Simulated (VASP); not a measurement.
# TaN (I4/mmm) in VASP: further runs

Runs on TaN. Level: PBE. Tasks: single point.

Everything below comes from runs of VASP 6.6.1. Logs are shortened: lines on timing, memory, paths and dates and some standing lists are left out, and cuts for length are marked.

**1. The cell of the first run**

Symmetry: I4/mmm, No. 139, tetragonal system. The conventional cell has a = 3.159 Å, b = 3.159 Å, c = 4.140 Å, α = 90.00°, β = 90.00°, γ = 90.00°. Ta (site symmetry 4/mmm) has 6 N at 2.07 to 2.23 Å within 2.7 Å. N (site symmetry 4/mmm) has 6 Ta at 2.07 to 2.23 Å within 2.7 Å.

**2. Single point, PBE (strain +0.025 along x and y, -0.050 along z)**

Input file INCAR:

```
ALGO     = Normal         # electronic algorithm
EDIFF    = 1E-6           # SCF threshold, eV
ENCUT    = 520            # plane-wave cutoff, eV
GGA      = PE             # functional
ISIF     = 2              # what is computed and relaxed
ISMEAR   = 0              # smearing method
LASPH    = T              # aspherical terms in the spheres
LCHARG   = F              # write CHGCAR
LREAL    = F              # projectors in reciprocal space
LWAVE    = F              # write WAVECAR
NBANDS   = 15             # bands
NELM     = 60             # most SCF steps
PREC     = Accurate       # precision mode
SIGMA    = 0.15           # smearing width, eV
```

Input file KPOINTS:

```
k-points
0
Gamma
  18 18 18
```

Input file POSCAR:

```
TaN
1.0
    0.0000000000      2.2334750000      2.0700500000
    2.2334750000      0.0000000000      2.0700500000
    2.2334750000      2.2334750000      0.0000000000
Ta N
1 1
Direct
    0.5000000000      0.5000000000      0.5000000000
    0.0000000000      0.0000000000      0.0000000000
```

Potentials or basis: VASP PAW PBE potentials, release 64 (Ta_pv, N).

Launch:

```console
> cat potpaw_PBE.64/Ta_pv/POTCAR potpaw_PBE.64/N/POTCAR > POTCAR
> mpirun -np 1 vasp_std > vasp.out
```

OUTCAR:

```text
EDIFF = 1E-6
   ENCUT = 520
   GGA = PE
   ISIF = 2
   ISMEAR = 0
   LASPH = T
   LREAL = F
   NELM = 60
   PREC = Accurate

 ion  position               nearest neighbor table
   1  0.500  0.500  0.500-   2 2.07   2 2.07   2 2.23   2 2.23   2 2.23   2 2.23
   2  0.000  0.000  0.000-   1 2.07   1 2.07   1 2.23   1 2.23   1 2.23   1 2.23

  LATTYP: Found a body centered tetragonal cell.
 ALAT       =     3.1586106362
 C/A-ratio  =     1.3107345212

  Lattice vectors:

 A1 = (   0.0000000000,  -2.2334750000,  -2.0700500000)
 A2 = (   0.0000000000,   2.2334750000,  -2.0700500000)
 A3 = (   2.2334750000,   0.0000000000,   2.0700500000)

Analysis of symmetry for initial positions (statically):
=====================================================================
 Subroutine PRICEL returns:
 Original cell was already a primitive cell.

 Routine SETGRP: Setting up the symmetry group for a
 body centered tetragonal supercell.

 Subroutine GETGRP returns: Found 16 space group operations
 (whereof 16 operations were pure point group operations)
 out of a pool of 16 trial point group operations.

The static configuration has the point symmetry D_4h.

Analysis of symmetry for dynamics (positions and initial velocities):
=====================================================================
 Subroutine PRICEL returns:
 Original cell was already a primitive cell.

 Routine SETGRP: Setting up the symmetry group for a
 body centered tetragonal supercell.

 Subroutine GETGRP returns: Found 16 space group operations
 (whereof 16 operations were pure point group operations)
 out of a pool of 16 trial point group operations.

The dynamic configuration has the point symmetry D_4h.

 Subroutine INISYM returns: Found 16 space group operations
 (whereof 16 operations are pure point group operations),
 and found     1 'primitive' translations

----------------------------------------------------------------------------------------

                                     Primitive cell

  volume of cell :      20.6525

  direct lattice vectors                    reciprocal lattice vectors
     0.000000000  2.233475000  2.070050000    -0.223866397  0.223866397  0.241540059
     2.233475000  0.000000000  2.070050000     0.223866397 -0.223866397  0.241540059
     2.233475000  2.233475000  0.000000000     0.223866397  0.223866397 -0.241540059

  length of vectors
     3.045245077  3.045245077  3.158610636     0.398213419  0.398213419  0.398213419

  position of ions in fractional coordinates (direct lattice)
     0.500000000  0.500000000  0.500000000
     0.000000000  0.000000000  0.000000000

  ion indices of the primitive-cell ions
   primitive index   ion index
                 1           1
                 2           2

----------------------------------------------------------------------------------------

 KPOINTS: k-points

Automatic generation of k-mesh.
 Grid dimensions read from file:
 generate k-points for:   18   18   18

 Generating k-lattice:

  Cartesian coordinates                     Fractional coordinates (reciprocal lattice)
    -0.012437022  0.012437022  0.013418892     0.055555556  0.000000000  0.000000000
     0.012437022 -0.012437022  0.013418892     0.000000000  0.055555556  0.000000000
     0.012437022  0.012437022 -0.013418892     0.000000000  0.000000000  0.055555556

  Length of vectors
     0.022122968  0.022122968  0.022122968

  Shift w.r.t. Gamma in fractional coordinates (k-lattice)
     0.000000000  0.000000000  0.000000000

 Subroutine IBZKPT returns following result:
 ===========================================

 Found    480 irreducible k-points:

 Following reciprocal coordinates:
            Coordinates               Weight
  0.000000  0.000000  0.000000      1.000000
  0.055556  0.000000  0.000000      8.000000
  0.111111  0.000000  0.000000      8.000000
  0.166667  0.000000  0.000000      8.000000
  0.222222  0.000000  0.000000      8.000000
  0.277778  0.000000  0.000000      8.000000
[... 16 lines left out ...]
 -0.277778  0.055556  0.000000      8.000000
 -0.222222  0.055556  0.000000      8.000000
 [... further k-points ...]
   k-points           NKPTS =    480   k-points in BZ     NKDIM =    480   number of bands    NBANDS=     15
   number of dos      NEDOS =    301   number of ions     NIONS =      2
   total plane-waves  NPLWV =  13824
   dimension x,y,z NGX =    24 NGY =   24 NGZ =   24
   dimension x,y,z NGXF=    48 NGYF=   48 NGZF=   48
   ions per type =               1   1
   NGX,Y,Z   is equivalent  to a cutoff of  13.10, 13.10, 12.63 a.u.
   NGXF,Y,Z  is equivalent  to a cutoff of  26.20, 26.20, 25.26 a.u.
 SYSTEM =  unknown system
   PREC   = accura    normal or accurate (medium, high low for compatibility)
   ISTART =      0    job   : 0-new  1-cont  2-samecut
   ICHARG =      2    charge: 1-file 2-atom 10-const
   ISPIN  =      1    spin polarized calculation?
   LNONCOLLINEAR =      F non collinear calculations
   LSORBIT =      F    spin-orbit coupling
   LASPH  =      T    aspherical Exc in radial PAW
   ENCUT  =  520.0 eV  38.22 Ry    6.18 a.u.   5.66  5.66  5.87*2*pi/ulx,y,z
   NELM   =     60;   NELMIN=  2; NELMDL= -5     # of ELM steps
   EDIFF  = 0.1E-05   stopping-criterion for ELM
   LREAL  =      F    real-space projection
   EDIFFG = 0.1E-04   stopping-criterion for IOM
   NSW    =      0    number of steps for IOM
   IBRION =     -1    ionic relax: 0-MD 1-quasi-New 2-CG
   NFREE  =      0    steps in history (QN), initial steepest desc. (CG)
   ISIF   =      2    stress and relaxation
   ISYM   =      2    0-nonsym 1-usesym 2-fastsym
   POTIM  = 0.5000    time-step for ionic-motion
   TEBEG  =    0.0;   TEEND  =   0.0 temperature during run
   PSTRESS=    0.0 pullay stress
   NELECT =      16.0000    total number of electrons
   NUPDOWN=      -1.0000    fix difference up-down
   EMIN   =  10.00;   EMAX   =-10.00  energy-range for DOS
   EFERMI =   0.00;   METHOD = LEGACY
   ISMEAR =     0;   SIGMA  =   0.15  broadening in eV -4-tet -1-fermi 0-gaus
   EFERMI_NEDOS =   21; number of points for ismear=-14 and -15
   IALGO  =     38    algorithm
   IMIX   =      4    mixing-type and parameters
     AMIX     =   0.40;   BMIX     =  1.00
     AMIX_MAG =   1.60;   BMIX_MAG =  1.00
  volume/ion in A,a.u.               =      10.33        69.69
  Fermi-wavevector in a.u.,A,eV,Ry     =   1.503571  2.841336 30.759024  2.260724
  Thomas-Fermi vector in A             =   2.614663
   LORBIT       =      0    0 simple, 1 ext, 2 COOP (PROOUT), +10 PAW based schemes
   GGA     = PE    functional components
   LHFCALC =     F    Hartree Fock is set to
   AEXX    =    0.0000 exact exchange contribution
   IVDW    =     0    specifies the selected vdW correction
   LEPSILON=     F    determine dielectric tensor
   LRPA    =     F    only Hartree local field effects (RPA)
 non-spin polarized calculation
 Gauss-broadening in eV      SIGMA  =   0.15
  energy-cutoff  :      520.00
  volume of cell :       20.65
 maximum number of plane-waves:       569
   NGX = 11   NGY = 11   NGZ = 11

 number of electron      16.0000001 magnetization

 Free energy of the ion-electron system (eV)
  ---------------------------------------------------
  ext. energy  EPLUGINS =         0.00000000
  ---------------------------------------------------
  free energy    TOTEN  =       -21.59621702 eV

  energy without entropy =      -21.58693882  energy(sigma->0) =      -21.59157792

 E-fermi :   9.8744     XC(G=0): -13.5894

 val. band max:        9.8736545296   @ k =  -0.3333   0.2222   0.4444
 cond. band min:       9.8759565544   @ k =  -0.2778   0.0000   0.0556
 fundamental gap:      0.0023020248
 Fermi energy:         9.8744005152

 k-point     1 :       0.0000    0.0000    0.0000
  band No.  band energies     occupation
      1     -25.8161      2.00000
      2     -25.8161      2.00000
      3     -25.8029      2.00000
      4      -9.2559      2.00000
      5       5.8249      2.00000
      6       5.8249      2.00000
      7       6.2596      2.00000
      8       7.4305      2.00000
      9       7.4305      2.00000
     10       8.3477      2.00000
     11       9.4036      1.99999
     12       9.4484      1.99994
     13      12.8580      0.00000
     14      19.3677      0.00000
     15      22.3615      0.00000

 k-point     2 :       0.0556    0.0000    0.0000
  band No.  band energies     occupation
      1     -25.8437      2.00000
      2     -25.8205      2.00000
      3     -25.8082      2.00000
      4      -9.1747      2.00000
      5       5.4244      2.00000
      6       5.5186      2.00000
      7       5.9306      2.00000
      8       7.6030      2.00000
      9       7.6554      2.00000
     10       8.4318      2.00000
     11       9.7153      1.86628
     12       9.7918      1.56379
     13      13.1036      0.00000
     14      19.6117      0.00000
     15      22.3614      0.00000

 k-point     3 :       0.1111    0.0000    0.0000
  band No.  band energies     occupation
      1     -25.9333      2.00000
      2     -25.8332      2.00000
      3     -25.8123      2.00000
      4      -8.9384      2.00000
      5       4.5585      2.00000
      6       4.8845      2.00000
      7       5.2557      2.00000
      8       7.9774      2.00000
      9       8.0382      2.00000
     10       8.6120      2.00000
     11      10.5012      0.00000
     12      10.6274      0.00000
     13      13.7590      0.00000
     14      20.2983      0.00000
     15      22.3611      0.00000
[... 343 lines left out ...]
 k-point    23 :      -0.2778    0.0556    0.0000
  band No.  band energies     occupation
      1     -26.4269      2.00000
      2     -25.8993      2.00000
      3     -25.8696      2.00000
      4      -7.4714      2.00000
      5       1.2460      2.00000
      6       2.7956      2.00000
      7       3.4130      2.00000
      8       9.2842      2.00000
      9       9.6865      1.92358
     10      10.7139      0.00000
     11      14.3731      0.00000
     12      14.6960      0.00000
     13      15.7612      0.00000
     14      22.2045      0.00000
     15      22.4379      0.00000

 k-point    24 :      -0.2222    0.0556    0.0000
  band No.  band energies     occupation
      1     -26.2657      2.00000
      2     -25.8737      2.00000
      3     -25.8631      2.00000
      4      -7.9885      2.00000
      5       2.1104      2.00000
      6       3.2737      2.00000
      7       4.0267      2.00000
      8       8.7771      2.00000
      9       8.9339      2.00000
     10      10.1672      0.00578
     11      13.4080      0.00000
     12      13.6038      0.00000
     13      14.9539      0.00000
     14      22.3352      0.00000
     15      22.4951      0.00000

 [... further k-points ...]

------------------------ aborting loop because EDIFF is reached ----------------------------------------

  FORCE on cell =-STRESS in cart. coord.  units (eV):
  Direction    XX          YY          ZZ          XY          YZ          ZX
  --------------------------------------------------------------------------------------
  -------------------------------------------------------------------------------------
  Total        0.2764754      0.2764754      7.8806998      0.0000000      0.0000000      0.0000000
  in kB       21.4483592     21.4483592    611.3674942      0.0000000      0.0000000      0.0000000
  external PRESSURE =     218.0880709 kB  Pullay stress =       0.0000000 kB

 VOLUME and BASIS-vectors are now :
 -----------------------------------------------------------------------------
  energy-cutoff  :      520.00
  volume of cell :       20.65
      direct lattice vectors                 reciprocal lattice vectors
     0.000000000  2.233475000  2.070050000    -0.223866397  0.223866397  0.241540059
     2.233475000  0.000000000  2.070050000     0.223866397 -0.223866397  0.241540059
     2.233475000  2.233475000  0.000000000     0.223866397  0.223866397 -0.241540059

 POSITION                                       TOTAL-FORCE (eV/Angst)
 -----------------------------------------------------------------------------------
      2.23347      2.23347      2.07005         0.000000      0.000000      0.000000
      0.00000      0.00000      0.00000        -0.000000      0.000000     -0.000000
 -----------------------------------------------------------------------------------
    total drift:                                0.000000     -0.000000      0.000000

  FREE ENERGIE OF THE ION-ELECTRON SYSTEM (eV)
  ---------------------------------------------------
  free  energy   TOTEN  =       -21.5962170216 eV

  energy  without entropy=      -21.5869388180  energy(sigma->0) =      -21.59157792
```

Wall time 54 s (1 thread of Intel Xeon 6975P-C (Granite Rapids), shared host); peak memory 0.26 GiB.

What came out:

```yaml
Free_energy: -21.5962 eV
Pressure: 21.8 GPa
Band_gap_on_the_k_mesh: zero (bands 8 and 9 overlap by 4.18 eV)
```

Stress tensor (GPa, compression positive):
```
 2.14  0.00  0.00
 0.00  2.14  0.00
 0.00  0.00 61.14
```

Levels at points of the mesh, in eV from the Fermi level:
```csv
k point,band 5,band 6,band 7,band 8,band 9,band 10,band 11,band 12
"(0.00, 0.00, 0.00)",-4.05,-4.05,-3.61,-2.44,-2.44,-1.53,-0.47,-0.43
"(0.50, 0.00, 0.00)",-10.62,-7.87,-7.86,1.62,2.35,2.42,3.86,6.91
"(0.50, 0.50, 0.00)",-6.07,-5.77,-4.97,-4.97,2.32,3.70,3.70,4.97
"(0.50, 0.00, 0.50)",-6.97,-5.57,-4.75,-4.34,1.82,3.22,4.13,5.11
```

Caveat: the cell differs from its parent crystal (strain +0.025 along x and y, -0.050 along z); the cell stands under pressure; spin-orbit coupling is left out, which moves the levels of the heavy elements.

**3. Single point, PBE (strain +0.025 along x and y, -0.025 along z)**

Input file INCAR:

```
SYSTEM = TaN
  PREC = Accurate
  ENCUT = 520
  EDIFF = 1E-7
  ISMEAR = 0
  SIGMA = 0.15
  LREAL = .FALSE.
  LASPH = .TRUE.
  NELM = 80
  ALGO = Normal
  ISIF = 2
  LWAVE = .FALSE.
  LCHARG = .FALSE.
  GGA = PE
  NBANDS = 15
```

Input file KPOINTS:

```
regular mesh
0
G
  18 18 18
  0 0 0
```

Input file POSCAR:

```
TaN
1.0
    0.0000000000      2.2334750000      2.1245250000
    2.2334750000      0.0000000000      2.1245250000
    2.2334750000      2.2334750000      0.0000000000
Ta N
1 1
Direct
    0.5000000000      0.5000000000      0.5000000000
    0.0000000000      0.0000000000      0.0000000000
```

Potentials or basis: VASP PAW PBE potentials, release 64 (Ta_pv, N).

Launch:

```console
> cat potpaw_PBE.64/Ta_pv/POTCAR potpaw_PBE.64/N/POTCAR > POTCAR
> mpirun -np 1 vasp_std > vasp.out
```

OUTCAR:

```text
SYSTEM = TaN
   PREC = Accurate
   ENCUT = 520
   EDIFF = 1E-7
   ISMEAR = 0
   LREAL = .FALSE.
   LASPH = .TRUE.
   NELM = 80
   ISIF = 2
   GGA = PE

 ion  position               nearest neighbor table
   1  0.500  0.500  0.500-   2 2.12   2 2.12   2 2.23   2 2.23   2 2.23   2 2.23
   2  0.000  0.000  0.000-   1 2.12   1 2.12   1 2.23   1 2.23   1 2.23   1 2.23

  LATTYP: Found a body centered tetragonal cell.
 ALAT       =     3.1586106362
 C/A-ratio  =     1.3452275349

  Lattice vectors:

 A1 = (   0.0000000000,  -2.2334750000,  -2.1245250000)
[... 619 lines left out ...]

  FORCE on cell =-STRESS in cart. coord.  units (eV):
  Direction    XX          YY          ZZ          XY          YZ          ZX
  --------------------------------------------------------------------------------------
  -------------------------------------------------------------------------------------
  Total       -0.3651196     -0.3651196      4.1412403      0.0000000      0.0000000     -0.0000000
  in kB      -27.5988934    -27.5988934    313.0307349      0.0000000      0.0000000     -0.0000000
  external PRESSURE =      85.9443160 kB  Pullay stress =       0.0000000 kB

 VOLUME and BASIS-vectors are now :
 -----------------------------------------------------------------------------
  energy-cutoff  :      520.00
  volume of cell :       21.20
      direct lattice vectors                 reciprocal lattice vectors
     0.000000000  2.233475000  2.124525000    -0.223866397  0.223866397  0.235346725
     2.233475000  0.000000000  2.124525000     0.223866397 -0.223866397  0.235346725
     2.233475000  2.233475000  0.000000000     0.223866397  0.223866397 -0.235346725

 POSITION                                       TOTAL-FORCE (eV/Angst)
 -----------------------------------------------------------------------------------
      2.23347      2.23347      2.12453         0.000000      0.000000      0.000000
      0.00000      0.00000      0.00000        -0.000000      0.000000      0.000000
 -----------------------------------------------------------------------------------
    total drift:                                0.000000     -0.000000     -0.000000

  FREE ENERGIE OF THE ION-ELECTRON SYSTEM (eV)
  ---------------------------------------------------
  free  energy   TOTEN  =       -21.7515294285 eV

  energy  without entropy=      -21.7422329258  energy(sigma->0) =      -21.74688118
```

OSZICAR:

```text
N       E                     dE             d eps       ncg     rms          rms(c)
DAV:   1     0.900198329541E+02    0.90020E+02   -0.88263E+03 14423   0.113E+03
DAV:   2    -0.219863057782E+02   -0.11201E+03   -0.10564E+03 17858   0.303E+02
DAV:   3    -0.247795390844E+02   -0.27932E+01   -0.27779E+01 16115   0.449E+01
DAV:   4    -0.247903907022E+02   -0.10852E-01   -0.10849E-01 18720   0.300E+00
DAV:   5    -0.247904611488E+02   -0.70447E-04   -0.70446E-04 16367   0.214E-01    0.245E+01
DAV:   6    -0.218384226957E+02    0.29520E+01   -0.55897E+00 17661   0.264E+01    0.101E+01
DAV:   7    -0.217854828050E+02    0.52940E-01   -0.58769E-01 16367   0.615E+00    0.709E+00
DAV:   8    -0.217590336793E+02    0.26449E-01   -0.14385E-01 17046   0.323E+00    0.175E+00
DAV:   9    -0.217515836115E+02    0.74501E-02   -0.19547E-02 16640   0.116E+00    0.309E-01
DAV:  10    -0.217515671039E+02    0.16508E-04   -0.14763E-03 17060   0.396E-01    0.474E-02
DAV:  11    -0.217515307578E+02    0.36346E-04   -0.80108E-05 16403   0.107E-01    0.238E-02
DAV:  12    -0.217515297468E+02    0.10110E-05   -0.84927E-06 17088   0.279E-02    0.415E-03
DAV:  13    -0.217515294911E+02    0.25573E-06   -0.33612E-07 16574   0.510E-03    0.104E-03
DAV:  14    -0.217515294285E+02    0.62514E-07   -0.10384E-08  9461   0.117E-03
   1 F= -.21751529E+02 E0= -.21746881E+02  d E =-.929650E-02
```

Run time: 56 s. Hardware: 1 thread of Intel Xeon 6975P-C (Granite Rapids), shared host; peak memory 0.26 GiB.

Results:

```yaml
Free_energy: -21.7515 eV
Pressure: 8.6 GPa
Band_gap_on_the_k_mesh: zero (bands 8 and 9 overlap by 3.96 eV)
```

Levels at points of the mesh, in eV from the Fermi level:
```csv
k point,band 5,band 6,band 7,band 8,band 9,band 10,band 11,band 12
"(0.00, 0.00, 0.00)",-3.92,-3.92,-3.67,-2.29,-2.29,-1.70,-0.29,-0.14
"(0.50, 0.00, 0.00)",-10.41,-7.64,-7.63,1.67,2.13,2.15,3.81,6.95
"(0.50, 0.50, 0.00)",-6.27,-5.55,-4.82,-4.82,2.18,3.56,3.56,4.65
"(0.50, 0.00, 0.50)",-6.82,-5.44,-4.66,-4.44,1.94,3.24,3.85,4.69
```

Caveat: the cell differs from its parent crystal (strain +0.025 along x and y, -0.025 along z); the cell stands under pressure; spin-orbit coupling is left out, which moves the levels of the heavy elements.
